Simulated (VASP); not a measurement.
# Mg (I4/mmm) in VASP: a series of runs

The runs below take Mg through single point, with PBEsol.

Everything below comes from runs of VASP 6.6.1. Logs are shortened: lines on timing, memory, paths and dates and some standing lists are left out, and cuts for length are marked.

## (1) The cell of the first run

The structure is tetragonal, space group I4/mmm (No. 139). Conventional cell: a = 3.729 Å, b = 3.729 Å, c = 3.396 Å, α = 90.00°, β = 90.00°, γ = 90.00°. Within 4.1 Å of Mg (site symmetry 4/mmm) lie 14 Mg at 3.14 to 3.73 Å.

## (2) Single point, PBEsol

File INCAR:

```
ALGO     = Normal         # electronic algorithm
EDIFF    = 1E-6           # SCF threshold, eV
ENCUT    = 520            # plane-wave cutoff, eV
GGA      = PS             # functional
ISIF     = 2              # what is computed and relaxed
ISMEAR   = 0              # smearing method
LASPH    = T              # aspherical terms in the spheres
LCHARG   = F              # write CHGCAR
LREAL    = F              # projectors in reciprocal space
LWAVE    = F              # write WAVECAR
NBANDS   = 7              # bands
NELM     = 80             # most SCF steps
PREC     = Accurate       # precision mode
SIGMA    = 0.15           # smearing width, eV
```

File KPOINTS:

```
k-points
0
Gamma
  18 18 18
```

File POSCAR:

```
Mg
1.0
   -1.8644500000      1.8644500000      1.6980524727
    1.8644500000     -1.8644500000      1.6980524727
    1.8644500000      1.8644500000     -1.6980524727
Mg
1
Direct
    0.0000000000      0.0000000000      0.0000000000
```

Potentials or basis: VASP PAW PBE potentials, release 64 (Mg).

The run is started by

```bash
> cat potpaw_PBE.64/Mg/POTCAR > POTCAR
> mpirun -np 1 vasp_std > vasp.out
```

OUTCAR:

```text
EDIFF = 1E-6
   ENCUT = 520
   GGA = PS
   ISIF = 2
   ISMEAR = 0
   LASPH = T
   LREAL = F
   NELM = 80
   PREC = Accurate

 ion  position               nearest neighbor table
   1  0.000  0.000  0.000-

  LATTYP: Found a body centered tetragonal cell.
 ALAT       =     3.7289000000
 C/A-ratio  =     0.9107524861

  Lattice vectors:

 A1 = (  -1.8644500000,   1.8644500000,   1.6980524727)
 A2 = (   1.8644500000,  -1.8644500000,   1.6980524727)
 A3 = (   1.8644500000,   1.8644500000,  -1.6980524727)

Analysis of symmetry for initial positions (statically):
=====================================================================
 Subroutine PRICEL returns:
 Original cell was already a primitive cell.

 Routine SETGRP: Setting up the symmetry group for a
 body centered tetragonal supercell.

 Subroutine GETGRP returns: Found 16 space group operations
 (whereof 16 operations were pure point group operations)
 out of a pool of 16 trial point group operations.

The static configuration has the point symmetry D_4h.

Analysis of symmetry for dynamics (positions and initial velocities):
=====================================================================
 Subroutine PRICEL returns:
 Original cell was already a primitive cell.

 Routine SETGRP: Setting up the symmetry group for a
 body centered tetragonal supercell.

 Subroutine GETGRP returns: Found 16 space group operations
 (whereof 16 operations were pure point group operations)
 out of a pool of 16 trial point group operations.

The dynamic configuration has the point symmetry D_4h.

 Subroutine INISYM returns: Found 16 space group operations
 (whereof 16 operations are pure point group operations),
 and found     1 'primitive' translations

----------------------------------------------------------------------------------------

                                     Primitive cell

  volume of cell :      23.6109

  direct lattice vectors                    reciprocal lattice vectors
    -1.864450000  1.864450000  1.698052473     0.000000000  0.268175601  0.294454976
     1.864450000 -1.864450000  1.698052473     0.268175601  0.000000000  0.294454976
     1.864450000  1.864450000 -1.698052473     0.268175601  0.268175601  0.000000000

  length of vectors
     3.136196710  3.136196710  3.136196710     0.398273632  0.398273632  0.379257573

  position of ions in fractional coordinates (direct lattice)
     0.000000000  0.000000000  0.000000000

  ion indices of the primitive-cell ions
   primitive index   ion index
                 1           1

----------------------------------------------------------------------------------------

 KPOINTS: k-points

Automatic generation of k-mesh.
 Grid dimensions read from file:
 generate k-points for:   18   18   18

 Generating k-lattice:

  Cartesian coordinates                     Fractional coordinates (reciprocal lattice)
     0.000000000  0.014898645  0.016358610     0.055555556  0.000000000  0.000000000
     0.014898645  0.000000000  0.016358610     0.000000000  0.055555556  0.000000000
     0.014898645  0.014898645  0.000000000     0.000000000  0.000000000  0.055555556

  Length of vectors
     0.022126313  0.022126313  0.021069865

  Shift w.r.t. Gamma in fractional coordinates (k-lattice)
     0.000000000  0.000000000  0.000000000

 Subroutine IBZKPT returns following result:
 ===========================================

 Found    480 irreducible k-points:

 Following reciprocal coordinates:
            Coordinates               Weight
  0.000000  0.000000  0.000000      1.000000
  0.055556  0.000000 -0.000000      8.000000
  0.111111  0.000000 -0.000000      8.000000
  0.166667  0.000000 -0.000000      8.000000
  0.222222  0.000000 -0.000000      8.000000
  0.277778  0.000000 -0.000000      8.000000
[... 16 lines left out ...]
 -0.277778  0.055556  0.000000     16.000000
 -0.222222  0.055556  0.000000     16.000000
 [... further k-points ...]
   k-points           NKPTS =    480   k-points in BZ     NKDIM =    480   number of bands    NBANDS=      7
   number of dos      NEDOS =    301   number of ions     NIONS =      1
   total plane-waves  NPLWV =  13824
   dimension x,y,z NGX =    24 NGY =   24 NGZ =   24
   dimension x,y,z NGXF=    48 NGYF=   48 NGZF=   48
   ions per type =               1
   NGX,Y,Z   is equivalent  to a cutoff of  12.72, 12.72, 12.72 a.u.
   NGXF,Y,Z  is equivalent  to a cutoff of  25.44, 25.44, 25.44 a.u.
 SYSTEM =  unknown system
   PREC   = accura    normal or accurate (medium, high low for compatibility)
   ISTART =      0    job   : 0-new  1-cont  2-samecut
   ICHARG =      2    charge: 1-file 2-atom 10-const
   ISPIN  =      1    spin polarized calculation?
   LNONCOLLINEAR =      F non collinear calculations
   LSORBIT =      F    spin-orbit coupling
   LASPH  =      T    aspherical Exc in radial PAW
   ENCUT  =  520.0 eV  38.22 Ry    6.18 a.u.   5.83  5.83  5.83*2*pi/ulx,y,z
   NELM   =     80;   NELMIN=  2; NELMDL= -5     # of ELM steps
   EDIFF  = 0.1E-05   stopping-criterion for ELM
   LREAL  =      F    real-space projection
   EDIFFG = 0.1E-04   stopping-criterion for IOM
   NSW    =      0    number of steps for IOM
   IBRION =     -1    ionic relax: 0-MD 1-quasi-New 2-CG
   NFREE  =      0    steps in history (QN), initial steepest desc. (CG)
   ISIF   =      2    stress and relaxation
   ISYM   =      2    0-nonsym 1-usesym 2-fastsym
   POTIM  = 0.5000    time-step for ionic-motion
   TEBEG  =    0.0;   TEEND  =   0.0 temperature during run
   PSTRESS=    0.0 pullay stress
   NELECT =       2.0000    total number of electrons
   NUPDOWN=      -1.0000    fix difference up-down
   EMIN   =  10.00;   EMAX   =-10.00  energy-range for DOS
   EFERMI =   0.00;   METHOD = LEGACY
   ISMEAR =     0;   SIGMA  =   0.15  broadening in eV -4-tet -1-fermi 0-gaus
   EFERMI_NEDOS =   21; number of points for ismear=-14 and -15
   IALGO  =     38    algorithm
   IMIX   =      4    mixing-type and parameters
     AMIX     =   0.40;   BMIX     =  1.00
     AMIX_MAG =   1.60;   BMIX_MAG =  1.00
  volume/ion in A,a.u.               =      23.61       159.33
  Fermi-wavevector in a.u.,A,eV,Ry     =   0.718975  1.358666  7.033198  0.516925
  Thomas-Fermi vector in A             =   1.808052
   LORBIT       =      0    0 simple, 1 ext, 2 COOP (PROOUT), +10 PAW based schemes
   GGA     = PS    functional components
   LHFCALC =     F    Hartree Fock is set to
   AEXX    =    0.0000 exact exchange contribution
   IVDW    =     0    specifies the selected vdW correction
   LEPSILON=     F    determine dielectric tensor
   LRPA    =     F    only Hartree local field effects (RPA)
 non-spin polarized calculation
 Gauss-broadening in eV      SIGMA  =   0.15
  energy-cutoff  :      520.00
  volume of cell :       23.61
 maximum number of plane-waves:       651
   NGX = 11   NGY = 11   NGZ = 11

 number of electron       2.0000000 magnetization

 Free energy of the ion-electron system (eV)
  ---------------------------------------------------
  ext. energy  EPLUGINS =         0.00000000
  ---------------------------------------------------
  free energy    TOTEN  =        -1.69052693 eV

  energy without entropy =       -1.68528176  energy(sigma->0) =       -1.68790435

 E-fermi :   2.4573     XC(G=0):  -8.4482

 val. band max:        2.4563116514   @ k =  -0.2778  -0.4444   0.2778
 cond. band min:       2.4711280733   @ k =   0.3333   0.2778   0.0556
 fundamental gap:      0.0148164218
 Fermi energy:         2.4572890551

 k-point     1 :       0.0000    0.0000    0.0000
  band No.  band energies     occupation
      1      -4.3583      2.00000
      2      14.1106      0.00000
      3      16.0015      0.00000
      4      16.0015      0.00000
      5      16.2552      0.00000
      6      16.3048      0.00000
      7      16.3048      0.00000

 k-point     2 :       0.0556    0.0000   -0.0000
  band No.  band energies     occupation
      1      -4.2844      2.00000
      2      13.7465      0.00000
      3      15.0130      0.00000
      4      15.4593      0.00000
      5      15.5121      0.00000
      6      16.8165      0.00000
      7      16.9845      0.00000

 k-point     3 :       0.1111    0.0000   -0.0000
  band No.  band energies     occupation
      1      -4.0631      2.00000
      2      13.0728      0.00000
      3      13.1603      0.00000
      4      14.6344      0.00000
      5      14.6790      0.00000
      6      16.5902      0.00000
      7      17.6708      0.00000

 k-point     4 :       0.1667    0.0000   -0.0000
  band No.  band energies     occupation
      1      -3.6954      2.00000
      2      11.2178      0.00000
      3      12.4061      0.00000
      4      13.7575      0.00000
      5      13.9614      0.00000
      6      15.8671      0.00000
      7      18.1082      0.00000

 k-point     5 :       0.2222    0.0000   -0.0000
  band No.  band energies     occupation
      1      -3.1830      2.00000
      2       9.3301      0.00000
      3      11.8222      0.00000
      4      12.9777      0.00000
      5      13.3397      0.00000
      6      15.2037      0.00000
      7      18.4781      0.00000
[... 161 lines left out ...]
 k-point    22 :      -0.3333    0.0556    0.0000
  band No.  band energies     occupation
      1      -2.1342      2.00000
      2       6.7963      0.00000
      3      10.1226      0.00000
      4      12.1486      0.00000
      5      12.9210      0.00000
      6      15.2318      0.00000
      7      20.0471      0.00000

 k-point    23 :      -0.2778    0.0556    0.0000
  band No.  band energies     occupation
      1      -2.8524      2.00000
      2       8.5302      0.00000
      3      10.5594      0.00000
      4      12.7216      0.00000
      5      13.3796      0.00000
      6      15.7955      0.00000
      7      19.1569      0.00000

 k-point    24 :      -0.2222    0.0556    0.0000
  band No.  band energies     occupation
      1      -3.4295      2.00000
      2      10.3297      0.00000
      3      11.1531      0.00000
      4      13.3952      0.00000
      5      13.9669      0.00000
      6      16.4295      0.00000
      7      18.3592      0.00000

 [... further k-points ...]

------------------------ aborting loop because EDIFF is reached ----------------------------------------

  FORCE on cell =-STRESS in cart. coord.  units (eV):
  Direction    XX          YY          ZZ          XY          YZ          ZX
  --------------------------------------------------------------------------------------
  -------------------------------------------------------------------------------------
  Total       -0.2400372     -0.2400372     -0.2226963      0.0000000     -0.0000000      0.0000000
  in kB      -16.2883295    -16.2883295    -15.1116190      0.0000000     -0.0000000      0.0000000
  external PRESSURE =     -15.8960927 kB  Pullay stress =       0.0000000 kB

 VOLUME and BASIS-vectors are now :
 -----------------------------------------------------------------------------
  energy-cutoff  :      520.00
  volume of cell :       23.61
      direct lattice vectors                 reciprocal lattice vectors
    -1.864450000  1.864450000  1.698052473     0.000000000  0.268175601  0.294454976
     1.864450000 -1.864450000  1.698052473     0.268175601  0.000000000  0.294454976
     1.864450000  1.864450000 -1.698052473     0.268175601  0.268175601  0.000000000

 POSITION                                       TOTAL-FORCE (eV/Angst)
 -----------------------------------------------------------------------------------
      0.00000      0.00000      0.00000        -0.000000      0.000000     -0.000000
 -----------------------------------------------------------------------------------
    total drift:                                0.000000     -0.000000      0.000000

  FREE ENERGIE OF THE ION-ELECTRON SYSTEM (eV)
  ---------------------------------------------------
  free  energy   TOTEN  =        -1.6905269266 eV

  energy  without entropy=       -1.6852817643  energy(sigma->0) =       -1.68790435
```

Run time: 12 s. Hardware: 1 thread of Intel Xeon 6975P-C (Granite Rapids), shared host; peak memory 0.2 GiB.

What came out:

- Free energy: -1.6905 eV
- Pressure: -1.6 GPa
- Band gap on the k mesh: zero (bands 1 and 2 overlap by 4.43 eV)

Stress tensor (GPa, compression positive):
```
-1.63  0.00  0.00
 0.00 -1.63  0.00
 0.00  0.00 -1.51
```

Levels at points of the mesh, in eV from the Fermi level:
```csv
k point,band 1,band 2,band 3,band 4,band 5
"(0.00, 0.00, 0.00)",-6.82,11.65,13.54,13.54,13.80
"(0.50, 0.00, 0.00)",-1.28,-0.66,8.04,8.67,9.47
"(0.50, 0.50, 0.00)",-1.69,-1.34,9.69,10.23,11.28
"(0.50, 0.50, 0.50)",3.09,3.09,3.57,4.10,5.29
```

Caveat: the PAW data sets were made with another functional, which shifts forces and pressure a little.

(Part 1 of 2 ends here.)
